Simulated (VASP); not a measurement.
# Ti (P6/mmm) in VASP: notebook

Runs on Ti. Level: PBEsol. Tasks: single point.

Program: VASP 6.6.1. These are calculated values, not measurements. Logs are shortened: lines on timing, memory, paths and dates and some standing lists are left out, and cuts for length are marked.

### Step 1. The cell of the first run

The structure is hexagonal, space group P6/mmm (No. 191). The conventional cell has a = 4.380 Å, b = 4.380 Å, c = 2.658 Å, α = 90.00°, β = 90.00°, γ = 120.00°. Ti (site symmetry 6/mmm) has 14 Ti at 2.66 to 2.86 Å within 3.5 Å. Ti (site symmetry -6m2) has 11 Ti at 2.53 to 2.86 Å within 3.3 Å.

This isn't the form of Ti at room conditions, which is hcp.

### Step 2. Single point, PBEsol

Contents of INCAR:

```
ALGO     = Fast           # electronic algorithm
EDIFF    = 1E-6           # SCF threshold, eV
ENCUT    = 520            # plane-wave cutoff, eV
GGA      = PS             # functional
ISIF     = 2              # what is computed and relaxed
ISMEAR   = 0              # smearing method
LASPH    = T              # aspherical terms in the spheres
LCHARG   = F              # write CHGCAR
LREAL    = F              # projectors in reciprocal space
LWAVE    = F              # write WAVECAR
NBANDS   = 25             # bands
NELM     = 60             # most SCF steps
PREC     = Accurate       # precision mode
SIGMA    = 0.15           # smearing width, eV
```

Contents of KPOINTS:

```
k-points
0
Gamma
  12 12 14
```

Contents of POSCAR:

```
Ti
1.0
    4.3795000000      0.0000000000      0.0000000000
   -2.1897500000      3.7927582559      0.0000000000
    0.0000000000      0.0000000000      2.6584000000
Ti
3
Direct
    0.0000000000      0.0000000000      0.0000000000
    0.3333333333      0.6666666667      0.5000000000
    0.6666666667      0.3333333333      0.5000000000
```

Potentials or basis: VASP PAW PBE potentials, release 64 (Ti_sv).

The run is started by

```console
> cat potpaw_PBE.64/Ti_sv/POTCAR > POTCAR
> mpirun -np 1 vasp_std > vasp.out
```

OUTCAR:

```text
EDIFF = 1E-6
   ENCUT = 520
   GGA = PS
   ISIF = 2
   ISMEAR = 0
   LASPH = T
   LREAL = F
   NELM = 60
   PREC = Accurate

 ion  position               nearest neighbor table
   1  0.000  0.000  0.000-   2 2.86   3 2.86   2 2.86   3 2.86   3 2.86   3 2.86   2 2.86   2 2.86
                             3 2.86   3 2.86   2 2.86   2 2.86
   2  0.333  0.667  0.500-   3 2.53   3 2.53   3 2.53   1 2.86   1 2.86   1 2.86   1 2.86   1 2.86
                             1 2.86
   3  0.667  0.333  0.500-   2 2.53   2 2.53   2 2.53   1 2.86   1 2.86   1 2.86   1 2.86   1 2.86
                             1 2.86

  LATTYP: Found a hexagonal cell.
 ALAT       =     4.3795000000
 C/A-ratio  =     0.6070099326

  Lattice vectors:

 A1 = (   4.3795000000,   0.0000000000,   0.0000000000)
 A2 = (  -2.1897500000,   3.7927582559,   0.0000000000)
 A3 = (   0.0000000000,   0.0000000000,   2.6584000000)

Analysis of symmetry for initial positions (statically):
=====================================================================
 Subroutine PRICEL returns:
 Original cell was already a primitive cell.

 Routine SETGRP: Setting up the symmetry group for a
 hexagonal supercell.

 Subroutine GETGRP returns: Found 24 space group operations
 (whereof 24 operations were pure point group operations)
 out of a pool of 24 trial point group operations.

The static configuration has the point symmetry D_6h.

Analysis of symmetry for dynamics (positions and initial velocities):
=====================================================================
 Subroutine PRICEL returns:
 Original cell was already a primitive cell.

 Routine SETGRP: Setting up the symmetry group for a
 hexagonal supercell.

 Subroutine GETGRP returns: Found 24 space group operations
 (whereof 24 operations were pure point group operations)
 out of a pool of 24 trial point group operations.

The dynamic configuration has the point symmetry D_6h.

 Subroutine INISYM returns: Found 24 space group operations
 (whereof 24 operations are pure point group operations),
 and found     1 'primitive' translations

----------------------------------------------------------------------------------------

                                     Primitive cell

  volume of cell :      44.1570

  direct lattice vectors                    reciprocal lattice vectors
     4.379500000  0.000000000  0.000000000     0.228336568  0.131830179  0.000000000
    -2.189750000  3.792758256  0.000000000     0.000000000  0.263660358  0.000000000
     0.000000000  0.000000000  2.658400000     0.000000000  0.000000000  0.376166115

  length of vectors
     4.379500000  4.379500000  2.658400000     0.263660358  0.263660358  0.376166115

  position of ions in fractional coordinates (direct lattice)
     0.000000000  0.000000000  0.000000000
     0.333333333  0.666666667  0.500000000
     0.666666667  0.333333333  0.500000000

  ion indices of the primitive-cell ions
   primitive index   ion index
                 1           1
                 2           2
                 3           3

----------------------------------------------------------------------------------------

 KPOINTS: k-points

Automatic generation of k-mesh.
 Grid dimensions read from file:
 generate k-points for:   12   12   14

 Generating k-lattice:

  Cartesian coordinates                     Fractional coordinates (reciprocal lattice)
     0.019028047  0.010985848  0.000000000     0.083333333  0.000000000  0.000000000
     0.000000000  0.021971697  0.000000000     0.000000000  0.083333333  0.000000000
     0.000000000  0.000000000  0.026869008     0.000000000  0.000000000  0.071428571

  Length of vectors
     0.021971697  0.021971697  0.026869008

  Shift w.r.t. Gamma in fractional coordinates (k-lattice)
     0.000000000  0.000000000  0.000000000

 Subroutine IBZKPT returns following result:
 ===========================================

 Found    152 irreducible k-points:

 Following reciprocal coordinates:
            Coordinates               Weight
  0.000000  0.000000  0.000000      1.000000
  0.083333  0.000000  0.000000      6.000000
  0.166667  0.000000  0.000000      6.000000
  0.250000  0.000000  0.000000      6.000000
  0.333333  0.000000  0.000000      6.000000
  0.416667  0.000000  0.000000      6.000000
[... 16 lines left out ...]
  0.250000  0.000000  0.071429     12.000000
  0.333333  0.000000  0.071429     12.000000
 [... further k-points ...]
   k-points           NKPTS =    152   k-points in BZ     NKDIM =    152   number of bands    NBANDS=     25
   number of dos      NEDOS =    301   number of ions     NIONS =      3
   total plane-waves  NPLWV =  25920
   dimension x,y,z NGX =    36 NGY =   36 NGZ =   20
   dimension x,y,z NGXF=    72 NGYF=   72 NGZF=   40
   ions per type =               3
   NGX,Y,Z   is equivalent  to a cutoff of  13.67, 13.67, 12.51 a.u.
   NGXF,Y,Z  is equivalent  to a cutoff of  27.33, 27.33, 25.01 a.u.
 SYSTEM =  unknown system
   PREC   = accura    normal or accurate (medium, high low for compatibility)
   ISTART =      0    job   : 0-new  1-cont  2-samecut
   ICHARG =      2    charge: 1-file 2-atom 10-const
   ISPIN  =      1    spin polarized calculation?
   LNONCOLLINEAR =      F non collinear calculations
   LSORBIT =      F    spin-orbit coupling
   LASPH  =      T    aspherical Exc in radial PAW
   ENCUT  =  520.0 eV  38.22 Ry    6.18 a.u.   8.14  8.14  4.94*2*pi/ulx,y,z
   NELM   =     60;   NELMIN=  2; NELMDL= -5     # of ELM steps
   EDIFF  = 0.1E-05   stopping-criterion for ELM
   LREAL  =      F    real-space projection
   EDIFFG = 0.1E-04   stopping-criterion for IOM
   NSW    =      0    number of steps for IOM
   IBRION =     -1    ionic relax: 0-MD 1-quasi-New 2-CG
   NFREE  =      0    steps in history (QN), initial steepest desc. (CG)
   ISIF   =      2    stress and relaxation
   ISYM   =      2    0-nonsym 1-usesym 2-fastsym
   POTIM  = 0.5000    time-step for ionic-motion
   TEBEG  =    0.0;   TEEND  =   0.0 temperature during run
   PSTRESS=    0.0 pullay stress
   NELECT =      36.0000    total number of electrons
   NUPDOWN=      -1.0000    fix difference up-down
   EMIN   =  10.00;   EMAX   =-10.00  energy-range for DOS
   EFERMI =   0.00;   METHOD = LEGACY
   ISMEAR =     0;   SIGMA  =   0.15  broadening in eV -4-tet -1-fermi 0-gaus
   EFERMI_NEDOS =   21; number of points for ismear=-14 and -15
   IALGO  =     68    algorithm
   IMIX   =      4    mixing-type and parameters
     AMIX     =   0.40;   BMIX     =  1.00
     AMIX_MAG =   1.60;   BMIX_MAG =  1.00
  volume/ion in A,a.u.               =      14.72        99.33
  Fermi-wavevector in a.u.,A,eV,Ry     =   1.529357  2.890066 31.823130  2.338934
  Thomas-Fermi vector in A             =   2.636989
   LORBIT       =      0    0 simple, 1 ext, 2 COOP (PROOUT), +10 PAW based schemes
   GGA     = PS    functional components
   LHFCALC =     F    Hartree Fock is set to
   AEXX    =    0.0000 exact exchange contribution
   IVDW    =     0    specifies the selected vdW correction
   LEPSILON=     F    determine dielectric tensor
   LRPA    =     F    only Hartree local field effects (RPA)
 non-spin polarized calculation
 RMM-DIIS sequential band-by-band and
 Gauss-broadening in eV      SIGMA  =   0.15
  energy-cutoff  :      520.00
  volume of cell :       44.16
 maximum number of plane-waves:      1210
 NGX is ok and might be reduce to    36
   NGX = 17   NGY = 17   NGZ =  9

 number of electron      35.9999990 magnetization

 Free energy of the ion-electron system (eV)
  ---------------------------------------------------
  ext. energy  EPLUGINS =         0.00000000
  ---------------------------------------------------
  free energy    TOTEN  =       -24.82149173 eV

  energy without entropy =      -24.78996822  energy(sigma->0) =      -24.80572997

 E-fermi :   9.9110     XC(G=0): -12.4515

 val. band max:        9.9092018800   @ k =   0.5000   0.0000   0.2143
 cond. band min:       9.9179118075   @ k =   0.1667   0.0000   0.0000
 fundamental gap:      0.0087099275
 Fermi energy:         9.9109526318

 k-point     1 :       0.0000    0.0000    0.0000
  band No.  band energies     occupation
      1     -46.4263      2.00000
      2     -46.1656      2.00000
      3     -45.9336      2.00000
      4     -22.8961      2.00000
      5     -22.8961      2.00000
      6     -22.8913      2.00000
[... 17 lines left out ...]
     24      12.2631      0.00000
     25      12.2717      0.00000

 k-point     2 :       0.0833    0.0000    0.0000
  band No.  band energies     occupation
      1     -46.4226      2.00000
      2     -46.1651      2.00000
      3     -45.9382      2.00000
      4     -22.9867      2.00000
      5     -22.9745      2.00000
      6     -22.7981      2.00000
[... 17 lines left out ...]
     24      11.9865      0.00000
     25      12.5427      0.00000

 k-point     3 :       0.1667    0.0000    0.0000
  band No.  band energies     occupation
      1     -46.4123      2.00000
      2     -46.1630      2.00000
      3     -45.9513      2.00000
      4     -23.0714      2.00000
      5     -23.0195      2.00000
      6     -22.7059      2.00000
[... 17 lines left out ...]
     24      11.8433      0.00000
     25      12.8271      0.00000

 k-point     4 :       0.2500    0.0000    0.0000
  band No.  band energies     occupation
      1     -46.3981      2.00000
      2     -46.1580      2.00000
      3     -45.9716      2.00000
      4     -23.1429      2.00000
      5     -23.0216      2.00000
      6     -22.6233      2.00000
[... 17 lines left out ...]
     24      11.9844      0.00000
     25      13.1150      0.00000

 k-point     5 :       0.3333    0.0000    0.0000
  band No.  band energies     occupation
      1     -46.3838      2.00000
      2     -46.1490      2.00000
      3     -45.9960      2.00000
      4     -23.1971      2.00000
      5     -22.9798      2.00000
      6     -22.5698      2.00000
[... 17 lines left out ...]
     24      12.3726      0.00000
     25      13.1964      0.00000

 k-point     6 :       0.4167    0.0000    0.0000
  band No.  band energies     occupation
      1     -46.3734      2.00000
      2     -46.1376      2.00000
      3     -46.0186      2.00000
      4     -23.2309      2.00000
      5     -22.9018      2.00000
      6     -22.6401      2.00000
[... 17 lines left out ...]
     24      12.7669      0.00000
     25      12.8124      0.00000
[... 393 lines left out ...]
 k-point    21 :       0.0833    0.0000    0.0714
  band No.  band energies     occupation
      1     -46.4148      2.00000
      2     -46.1615      2.00000
      3     -45.9328      2.00000
      4     -22.9772      2.00000
      5     -22.9654      2.00000
      6     -22.7924      2.00000
[... 17 lines left out ...]
     24      11.9717      0.00000
     25      12.5863      0.00000

 k-point    22 :       0.1667    0.0000    0.0714
  band No.  band energies     occupation
      1     -46.4049      2.00000
      2     -46.1591      2.00000
      3     -45.9460      2.00000
      4     -23.0604      2.00000
      5     -23.0098      2.00000
      6     -22.7025      2.00000
[... 17 lines left out ...]
     24      11.8211      0.00000
     25      12.8945      0.00000

 k-point    23 :       0.2500    0.0000    0.0714
  band No.  band energies     occupation
      1     -46.3912      2.00000
      2     -46.1536      2.00000
      3     -45.9662      2.00000
      4     -23.1307      2.00000
      5     -23.0127      2.00000
      6     -22.6223      2.00000
[... 17 lines left out ...]
     24      11.9681      0.00000
     25      13.2521      0.00000

 k-point    24 :       0.3333    0.0000    0.0714
  band No.  band energies     occupation
      1     -46.3774      2.00000
      2     -46.1440      2.00000
      3     -45.9906      2.00000
      4     -23.1841      2.00000
      5     -22.9729      2.00000
      6     -22.5754      2.00000
[... 17 lines left out ...]
     24      12.3519      0.00000
     25      13.1487      0.00000

 [... further k-points ...]

------------------------ aborting loop because EDIFF is reached ----------------------------------------

  FORCE on cell =-STRESS in cart. coord.  units (eV):
  Direction    XX          YY          ZZ          XY          YZ          ZX
  --------------------------------------------------------------------------------------
  -------------------------------------------------------------------------------------
  Total        3.7999148      3.7999148      5.4847017      0.0000000      0.0000000     -0.0000000
  in kB      137.8746504    137.8746504    199.0048084      0.0000000      0.0000000     -0.0000000
  external PRESSURE =     158.2513697 kB  Pullay stress =       0.0000000 kB

 VOLUME and BASIS-vectors are now :
 -----------------------------------------------------------------------------
  energy-cutoff  :      520.00
  volume of cell :       44.16
      direct lattice vectors                 reciprocal lattice vectors
     4.379500000  0.000000000  0.000000000     0.228336568  0.131830179  0.000000000
    -2.189750000  3.792758256  0.000000000     0.000000000  0.263660358  0.000000000
     0.000000000  0.000000000  2.658400000     0.000000000  0.000000000  0.376166115

 POSITION                                       TOTAL-FORCE (eV/Angst)
 -----------------------------------------------------------------------------------
      0.00000      0.00000      0.00000        -0.000000      0.000000      0.000000
     -0.00000      2.52851      1.32920         0.000000      0.000000     -0.000000
      2.18975      1.26425      1.32920        -0.000000     -0.000000      0.000000
 -----------------------------------------------------------------------------------
    total drift:                                0.000000      0.000000     -0.000000

  FREE ENERGIE OF THE ION-ELECTRON SYSTEM (eV)
  ---------------------------------------------------
  free  energy   TOTEN  =       -24.8214917304 eV

  energy  without entropy=      -24.7899682178  energy(sigma->0) =      -24.80572997
```

It took 13 min on 1 thread of AMD EPYC 7R13, shared host; peak memory 0.23 GiB.

Results:

- Free energy: -24.8215 eV
- Pressure: 15.8 GPa
- Band gap on the k mesh: zero (bands 18 and 19 overlap by 0.32 eV)

Caveat: the stress differs along the axes, from 14 to 20 GPa; the PAW data sets were made with another functional, which shifts forces and pressure a little.

(Part 1 of 2 ends here.)

The gap in the log of VASP goes by the Fermi energy; the results here count the filled bands.